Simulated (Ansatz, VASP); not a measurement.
Two plane-wave programs on GaAs

```
Ga As
1.0
     3.84665    0.00000    0.00000
     0.00000    3.84665    0.00000
     0.00000    0.00000    2.68877
Ga As
1 1
Direct
  0.50000 0.50000 0.50000
  0.00000 0.00000 0.50000
```

Alike in both runs: functional PBE; k mesh 6 × 6 × 6; occupations gaussian, width 0.1 eV; no spin polarisation.

Ansatz relaxed the structure, and its values are those at the end. VASP's run is a single point on that final structure, the one shown.

|  | VASP | Ansatz |
| --- | --- | --- |
| version | VASP 6.6.1 | Ansatz 0.2.0 |
| potentials or method | VASP PAW PBE potentials, release 64 (Ga_d, As), cutoff 520 eV | scalar-relativistic, plane waves, PAW |
| valence electrons in the cell | 18 | 28 |

```tsv
	VASP	Ansatz	Ansatz less VASP
gap on the k mesh at the Fermi level (eV)	none	none	-
pressure (GPa)	0.0	-0.2	-0.16
```

A gap of «none» marks a metal or a gap that the smearing closes. With one functional, cell and mesh, what is left measures potentials, basis and numerics. VASP's potentials hold 18 valence electrons a cell and Ansatz's 28, so a difference there can come from the potentials and not from the codes.

The k mesh is coarse, so the values compare programs but aren't converged.
